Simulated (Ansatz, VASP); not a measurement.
# Li2O in VASP and in Ansatz

```
Li O
1.0
     0.00000    2.31350    2.31350
     2.31350    0.00000    2.31350
     2.31350    2.31350    0.00000
Li O
2 1
Direct
  0.25000 0.25000 0.25000
  0.75000 0.75000 0.75000
  0.00000 0.00000 0.00000
```

Alike in both runs: task relaxation of cell and atoms; functional PBE; dispersion D3(BJ); k mesh 8 × 8 × 8; occupations gaussian, width 0.02 eV; no spin polarisation.

|  | VASP | Ansatz |
| --- | --- | --- |
| version | VASP 6.6.1 | Ansatz 0.2.0 |
| potentials or method | VASP PAW PBE potentials, release 64 (Li_sv, O), cutoff 750 eV | scalar-relativistic, plane waves, PAW |
| valence electrons in the cell | 12 | 12 |

Ansatz gave:

* gap on the k mesh at the Fermi level, each at its own relaxed structure (eV): 5.12
* relaxed volume (Å³/atom): 7.71
* relaxed cell length with the largest relative difference (Å): 3.198

**Question.** What did VASP give for the same quantities?

**Answer.** gap on the k mesh at the Fermi level, each at its own relaxed structure (eV): 5.10; relaxed volume (Å³/atom): 7.71; relaxed cell length with the largest relative difference (Å): 3.198.
